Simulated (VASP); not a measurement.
# Mg4Si in VASP: further runs, part 2 of 2

VASP 6.6.1.

### 4 Single point, PBE

The input, INCAR:

```
PREC = Accurate
ENCUT = 520
EDIFF = 1E-6
ISMEAR = 0
SIGMA = 0.1
LREAL = F
LASPH = T
NELM = 60
ALGO = Normal
ISIF = 2
LWAVE = F
LCHARG = F
LDIPOL = T
IDIPOL = 3
DIPOL = 0.5 0.5 0.392
GGA = PE
NBANDS = 14
```

The input, KPOINTS:

```
Automatic mesh
0
Gamma
  9 9 1
```

The input, POSCAR:

```
Mg4Si
1.0
    3.2100692859      0.0000000000      0.0000000000
   -1.6050346429      2.7800015495      0.0000000000
    0.0000000000      0.0000000000     23.2147784313
Mg Si
4 1
Direct
    0.6666666666      0.3333333333      0.1723040352
    0.3333333333      0.6666666667      0.2829644272
    0.6666666666      0.3333333333      0.3920793237
    0.3333333333      0.6666666667      0.5046258988
    0.5000000000      1.0000000000      0.6104457077
```

Potentials or basis: VASP PAW PBE potentials, release 64 (Mg, Si).

On the command line:

```sh
> cat potpaw_PBE.64/Mg/POTCAR potpaw_PBE.64/Si/POTCAR > POTCAR
> mpirun -np 1 vasp_std > vasp.out
```

OUTCAR:

```text
PREC = Accurate
   ENCUT = 520
   EDIFF = 1E-6
   ISMEAR = 0
   LREAL = F
   LASPH = T
   NELM = 60
   ISIF = 2
   GGA = PE

 ion  position               nearest neighbor table
   1  0.667  0.333  0.172-   2 3.17   2 3.17   2 3.17
   2  0.333  0.667  0.283-   3 3.14   3 3.14   3 3.14   1 3.17   1 3.17   1 3.17
   3  0.667  0.333  0.392-   2 3.14   2 3.14   2 3.14   4 3.20   4 3.20   4 3.20
   4  0.333  0.667  0.505-   5 2.63   3 3.20   3 3.20   3 3.20
   5  0.500  0.000  0.610-   4 2.63

  LATTYP: Found a hexagonal cell.
 ALAT       =     3.2100692859
 C/A-ratio  =     7.2318621075

  Lattice vectors:

 A1 = (   3.2100692859,   0.0000000000,   0.0000000000)
 A2 = (  -1.6050346429,   2.7800015495,   0.0000000000)
 A3 = (   0.0000000000,   0.0000000000,  23.2147784313)

Analysis of symmetry for initial positions (statically):
=====================================================================
 Subroutine PRICEL returns:
 Original cell was already a primitive cell.

 Routine SETGRP: Setting up the symmetry group for a
 hexagonal supercell.

 Subroutine GETGRP returns: Found  2 space group operations
 (whereof  2 operations were pure point group operations)
 out of a pool of 24 trial point group operations.

The static configuration has the point symmetry C_1h.

Analysis of symmetry for dynamics (positions and initial velocities):
=====================================================================
 Subroutine PRICEL returns:
 Original cell was already a primitive cell.

 Routine SETGRP: Setting up the symmetry group for a
 hexagonal supercell.

 Subroutine GETGRP returns: Found  2 space group operations
 (whereof  2 operations were pure point group operations)
 out of a pool of 24 trial point group operations.

The dynamic configuration has the point symmetry C_1h.

 Subroutine INISYM returns: Found  2 space group operations
 (whereof  2 operations are pure point group operations),
 and found     1 'primitive' translations
[... 143 lines left out ...]

 Free energy of the ion-electron system (eV)
  ---------------------------------------------------
  ext. energy  EPLUGINS =         0.00000000
  ---------------------------------------------------
  free energy    TOTEN  =        -9.64568641 eV

  energy without entropy =       -9.62693757  energy(sigma->0) =       -9.63631199

 E-fermi :  -0.2116     XC(G=0):  -5.4511

 val. band max:       -0.2276801702   @ k =  -0.2222  -0.4444   0.0000
 cond. band min:      -0.1826783507   @ k =   0.2222   0.1111   0.0000
 fundamental gap:      0.0450018195
 Fermi energy:        -0.2115648022

 k-point     1 :       0.0000    0.0000    0.0000
  band No.  band energies     occupation
      1      -9.2956      2.00000
      2      -6.7664      2.00000
      3      -5.9099      2.00000
      4      -4.6451      2.00000
      5      -3.1172      2.00000
      6      -1.6531      2.00000
      7       0.4125      0.00000
      8       2.3234      0.00000
      9       3.4481      0.00000
     10       4.6042      0.00000
     11       4.8989      0.00000
     12       5.6808      0.00000
     13       5.7358      0.00000
     14       7.0503      0.00000
[... 377 lines left out ...]
      1      -5.6915      2.00000
      2      -2.4515      2.00000
      3      -2.2512      2.00000
      4      -1.4987      2.00000
      5      -0.5026      1.99996
      6      -0.3248      1.89058
      7      -0.2717      1.60509
      8       0.5216      0.00000
      9       0.8399      0.00000
     10       1.5830      0.00000
     11       1.9759      0.00000
     12       2.3004      0.00000
     13       2.8626      0.00000
     14       3.5012      0.00000

 [... further k-points ...]

------------------------ aborting loop because EDIFF is reached ----------------------------------------

 vacuum level on the upper side and lower side of the slab       (xc-potential included)         0.347        -0.799

  FORCE on cell =-STRESS in cart. coord.  units (eV):
  Direction    XX          YY          ZZ          XY          YZ          ZX
  --------------------------------------------------------------------------------------
  -------------------------------------------------------------------------------------
  Total       -3.1614666     -2.8271700      0.0283904     -0.0000000      1.2626904      0.0000000
  in kB      -24.4497931    -21.8644483      0.2195621     -0.0000000      9.7652523      0.0000000
  external PRESSURE =     -15.3648931 kB  Pullay stress =       0.0000000 kB

 VOLUME and BASIS-vectors are now :
 -----------------------------------------------------------------------------
  energy-cutoff  :      520.00
  volume of cell :      207.17
      direct lattice vectors                 reciprocal lattice vectors
     3.210069286  0.000000000  0.000000000     0.311519756  0.179856015  0.000000000
    -1.605034643  2.780001550  0.000000000     0.000000000  0.359712030  0.000000000
     0.000000000  0.000000000 23.214778431     0.000000000  0.000000000  0.043076009

 POSITION                                       TOTAL-FORCE (eV/Angst)
 -----------------------------------------------------------------------------------
      1.60503      0.92667      4.00000        -0.000000     -0.006615     -0.061086
     -0.00000      1.85333      6.56896        -0.000000     -0.009954      0.061253
      1.60503      0.92667      9.10203        -0.000000     -0.021767      0.052385
     -0.00000      1.85333     11.71478        -0.000000     -0.411392     -0.056887
      1.60503      0.00000     14.17136         0.000000      0.449728      0.004337
 -----------------------------------------------------------------------------------
    total drift:                                0.000000     -0.000194     -0.000148

  FREE ENERGIE OF THE ION-ELECTRON SYSTEM (eV)
  ---------------------------------------------------
  free  energy   TOTEN  =        -9.6456864085 eV

  energy  without entropy=       -9.6269375726  energy(sigma->0) =       -9.63631199

 vacuum level on the upper side and lower side of the slab         4.502         3.303
```

OSZICAR:

```text
N       E                     dE             d eps       ncg     rms          rms(c)
DAV:   1     0.205442779270E+02    0.20544E+02   -0.34928E+03   700   0.587E+02
DAV:   2    -0.816862845618E+01   -0.28713E+02   -0.26849E+02   972   0.771E+01
DAV:   3    -0.992629707331E+01   -0.17577E+01   -0.17066E+01   922   0.173E+01
[... 13 lines left out ...]
DAV:  17    -0.964559493773E+01   -0.73109E-04   -0.24893E-05   832   0.143E-02    0.287E-03
DAV:  18    -0.964566681069E+01   -0.71873E-04   -0.56700E-06   794   0.853E-03    0.217E-03
DAV:  19    -0.964567979973E+01   -0.12989E-04   -0.13499E-06   702   0.429E-03    0.792E-04
DAV:  20    -0.964568582860E+01   -0.60289E-05   -0.50933E-07   668   0.244E-03    0.381E-04
DAV:  21    -0.964568640846E+01   -0.57986E-06   -0.57191E-08   682   0.104E-03
   1 F= -.96456864E+01 E0= -.96363120E+01  d E =-.187488E-01
```

Wall time 43 s (1 thread of Intel Xeon 6975P-C (Granite Rapids), shared host); peak memory 0.34 GiB.

Results:

* Free energy: -9.6457 eV
* Largest force: 0.450 eV/Å
* Band gap on the k mesh: zero (bands 6 and 7 overlap by 0.09 eV)

Forces on the atoms (eV/Å):
```
Mg   0.000 -0.007 -0.061
Mg   0.000 -0.010  0.061
Mg   0.000 -0.022  0.052
Mg   0.000 -0.411 -0.057
Si   0.000  0.450  0.004
```

### 5 Single point, PBE

The input, INCAR:

```
SYSTEM = Mg4Si
PREC = Accurate
ENCUT = 520
EDIFF = 1E-6
ISMEAR = 0
SIGMA = 0.1
LREAL = .FALSE.
LASPH = .TRUE.
NELM = 80
ALGO = Normal
ISIF = 2
LWAVE = .FALSE.
LCHARG = .TRUE.
LDIPOL = .TRUE.
IDIPOL = 3
DIPOL = 0.5 0.5 0.393
GGA = PE
LELF = .TRUE.
LVHAR = .TRUE.
LVACPOTAV = .TRUE.
NBANDS = 14
```

The input, KPOINTS:

```
regular mesh
0
G
  9 9 1
  0 0 0
```

The input, POSCAR:

```
Mg4Si
1.0
    3.2100692859      0.0000000000      0.0000000000
   -1.6050346429      2.7800015495      0.0000000000
    0.0000000000      0.0000000000     23.2147784313
Mg Si
4 1
Direct
    0.6666666667      0.3333333333      0.1723040352
    0.3333333333      0.6666666666      0.2829644272
    0.6666666667      0.3333333333      0.3920793237
    0.3333333333      0.6666666666      0.5046258988
    0.6666666667      0.8333333333      0.6107907789
```

On the command line:

```sh
> cat potpaw_PBE.64/Mg/POTCAR potpaw_PBE.64/Si/POTCAR > POTCAR
> mpirun -np 1 vasp_std > vasp.out
```

It took 44 s on 1 thread of Intel Xeon 6975P-C (Granite Rapids), shared host; peak memory 0.34 GiB.

It converged, with:

```yaml
Free_energy: -9.6330 eV
Largest_force: 0.403 eV/Å
Band_gap_on_the_k_mesh: zero (bands 6 and 7 overlap by 0.10 eV)
```

Forces in eV/Å, atoms in the order of the input:
```
Mg   0.001  0.001 -0.061
Mg  -0.007 -0.004  0.055
Mg   0.002  0.001  0.048
Mg  -0.345 -0.199 -0.047
Si   0.349  0.201  0.004
```

Levels at points of the mesh, in eV from the Fermi level:
| k point | band 3 | band 4 | band 5 | band 6 | band 7 | band 8 | band 9 | band 10 |
| --- | --- | --- | --- | --- | --- | --- | --- | --- |
| (0.00, 0.00, 0.00) | -5.68 | -4.41 | -2.89 | -1.43 | 0.63 | 2.54 | 3.67 | 4.84 |

### 6 The runs side by side

| task | cell | atoms held fixed (from 0) | atoms held along some axes (from 0) | gap on the mesh (eV) | largest force (eV/Å) |
| --- | --- | --- | --- | --- | --- |
| relaxation of the atoms | atoms relaxed from a = 3.210, b = 3.210, c = 23.215 Å, angles 90.0, 90.0, 120.0°, 5 atoms, atomic positions A | [0, 1, 2, 3] | atom 4 along a and b | none | - |
| single point | a = 3.210, b = 3.210, c = 23.215 Å, angles 90.0, 90.0, 120.0°, 5 atoms, atomic positions B | - | - | none | 0.05 |
| single point | a = 3.210, b = 3.210, c = 23.215 Å, angles 90.0, 90.0, 120.0°, 5 atoms, atomic positions A | - | - | none | 0.45 |
| single point | a = 3.210, b = 3.210, c = 23.215 Å, angles 90.0, 90.0, 120.0°, 5 atoms, atomic positions C | - | - | none | 0.40 |

Alike in all rows: level PBE; potentials or basis VASP PAW PBE potentials, release 64 (Mg, Si); no spin polarisation; k mesh 9 × 9 × 1; cutoff (eV) 520; smearing gaussian 0.1 eV.

Caveats: the relaxation stopped at its first step, so nothing moved (at least some runs).

Absolute energies hang on the potentials; compare differences alone.

The gap in the log of VASP goes by the Fermi energy; the results here count the filled bands.